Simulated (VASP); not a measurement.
Input of a VASP 6.6.1 run:

File INCAR:

```
  ALGO = Normal
  EDIFF = 1E-6
  ENCUT = 520
  GGA = PE
  ISIF = 2
  ISMEAR = -1
  LASPH = True
  LCHARG = False
  LREAL = False
  LWAVE = False
  NBANDS = 10
  NELM = 100
  PREC = Accurate
  SIGMA = 0.1
```

KPOINTS

```
k-points
0
Gamma
  18 18 18
```

Contents of POSCAR:

```
Al
1.0
   -2.3154956435      2.3154956435      1.2028937943
    2.3154956435     -2.3154956435      1.2028937943
    2.3154956435      2.3154956435     -1.2028937943
Al
2
Direct
   -0.3750000000     -0.1250000000     -0.2500000000
    0.3750000000      0.1250000000      0.2500000000
```

Potentials or basis: VASP PAW PBE potentials, release 64 (Al).

Run with:

```sh
$ cat potpaw_PBE.64/Al/POTCAR > POTCAR
$ mpirun -np 1 vasp_std > vasp.out
```

Problem. What does it give for the pressure?

Solution. 54.3 GPa.

Problem. Predict the band gap on the k mesh.

Solution. Zero (band 3 reaches 13.91 eV, above the bottom of band 4 at 4.64 eV).
